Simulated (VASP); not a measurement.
# BeTe: single point with PBE

The system is BeTe.

```
Be Te
1.0
     0.00000    2.68155    2.68155
     2.68155    0.00000    2.68155
     2.68155    2.68155    0.00000
Be Te
1 1
Direct
  0.00000 0.00000 0.00000
  0.75000 0.75000 0.75000
```

This cell differs from its parent crystal: Se replaced by Te, lengths x 1.050, strained.

```
Program             : VASP 6.6.1
Task                : single point
Functional          : PBE
Potentials or basis : VASP PAW PBE potentials, release 64 (Be, Te)
Cutoff              : 600 eV
k mesh              : 6 × 6 × 6
Occupations         : gaussian, width 0.1 eV
Spin                : no spin polarisation
```

```json
{
 "Pressure": "13.1 GPa",
 "Band gap on the k mesh": "1.57 eV, indirect (least direct gap 3.45 eV)"
}
```

Levels at points of the mesh, in eV from the valence-band top:
```tsv
k point	band 1	band 2	band 3	band 4	band 5	band 6	band 7	band 8	band 9
(0.00, 0.00, 0.00)	-13.37	0.00	0.00	0.00	3.45	3.45	3.45	4.96	8.50
(0.50, 0.00, 0.00)	-11.62	-6.56	-1.41	-1.41	3.49	4.49	4.49	7.69	11.61
(0.50, 0.50, 0.00)	-10.97	-5.97	-3.25	-3.25	1.57	2.41	10.65	10.65	12.41
```

It took 16 s on 1 thread of Intel Xeon 8259CL (shared host), peak memory 0.17 GiB.

Caveat: the cell differs from its parent crystal (Se replaced by Te, lengths x 1.050, strained); spin-orbit coupling is left out, which moves the levels of the heavy elements. A k mesh can miss the band edges.
